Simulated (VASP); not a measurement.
A run of VASP 6.6.1 is set up as follows.

The input POSCAR:

```
SnO
1.0
    3.8305139423      0.0000000000      0.0000000000
    0.0000000000      3.8305139423      0.0000000000
    0.0000000000      0.0000000000      4.8059711001
Sn O
2 2
Direct
    0.0000000000      0.5000000000      0.2364286208
    0.5000000000      0.0000000000      0.7635713792
    0.5000000000      0.5000000000      0.0000000000
    0.0000000000      0.0000000000      0.0000000000
```

The input INCAR.step1:

```
PREC = Accurate
ENCUT = 520
EDIFF = 1E-5
ISMEAR = 0
SIGMA = 0.01
LREAL = False
LASPH = True
NELM = 120
ALGO = Normal
ISIF = 2
LWAVE = True
LCHARG = False
NBANDS = 28
GGA = PE
GGA_COMPAT = False
KPAR = 4
```

File INCAR.step2:

```
PREC = Accurate
ENCUT = 520
EDIFF = 1E-6
ISMEAR = 0
SIGMA = 0.01
LREAL = False
LASPH = True
NELM = 120
ALGO = Normal
ISIF = 2
LWAVE = False
LCHARG = False
GGA = PE
LHFCALC = True
HFSCREEN = 0.2079
PRECFOCK = Normal
NBANDS = 28
ISTART = 1
GGA_COMPAT = False
KPAR = 4
```

File KPOINTS:

```
Automatic mesh
0
Gamma
  4 4 4
```

Potentials or basis: VASP PAW PBE potentials, release 64 (Sn_d, O).

The run is started by

```sh
$ cat potpaw_PBE.64/Sn_d/POTCAR potpaw_PBE.64/O/POTCAR > POTCAR
$ cp INCAR.step1 INCAR
$ mpirun -np 4 vasp_std > vasp.out
$ cp INCAR.step2 INCAR
$ mpirun -np 4 vasp_std > vasp.out
```

Q: Estimate the pressure.

A: -0.4 GPa.

Q: Estimate the band gap on the k mesh.

A: 0.56 eV (least direct gap 2.67 eV).

Q: Estimate the largest force.

A: 0.029 eV/Å.

Forces in eV/Å, atoms in the order of the input:
```
Sn   0.000  0.000 -0.029
Sn   0.000  0.000  0.029
O    0.000  0.000  0.000
O    0.000  0.000  0.000
```

Caveat: the cell differs from its parent crystal (strain +1.0%); the PAW data sets were made with another functional, which shifts forces and pressure a little; spin-orbit coupling is left out, which moves the levels of the heavy elements. A k mesh can miss the band edges.
